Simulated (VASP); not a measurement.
Cd: single point with BLYP

Cd:

```
Cd
1.0
     0.00000    2.39629    2.39629
     2.39629    0.00000    2.39629
     2.39629    2.39629    0.00000
Cd
1
Direct
  0.00000 0.00000 0.00000
```

This isn't the form of Cd at room conditions, which is hcp.

* Program: VASP 6.6.1
* Task: single point
* Functional: BLYP
* Potentials or basis: VASP PAW PBE potentials, release 64 (Cd)
* Cutoff: 520 eV
* k mesh: 13 × 13 × 13
* Occupations: fermi-dirac, width 0.1 eV
* Spin: no spin polarisation

| Quantity | Value |
| --- | --- |
| Pressure | -0.6 GPa |
| Band gap on the k mesh | zero (bands 6 and 7 overlap by 1.77 eV) |

Levels at points of the mesh, in eV from the Fermi level:
| k point | band 2 | band 3 | band 4 | band 5 | band 6 | band 7 | band 8 | band 9 | band 10 | band 11 |
| --- | --- | --- | --- | --- | --- | --- | --- | --- | --- | --- |
| (0.00, 0.00, 0.00) | -8.64 | -8.64 | -8.37 | -8.37 | -7.14 | 12.57 | 12.57 | 12.57 | 13.47 | 16.06 |

Run time: 75 s on 1 thread of Intel Xeon 8259CL, with other jobs on the host, peak memory 0.17 GiB.

Caveat: the PAW data sets were made with another functional, which shifts forces and pressure a little.
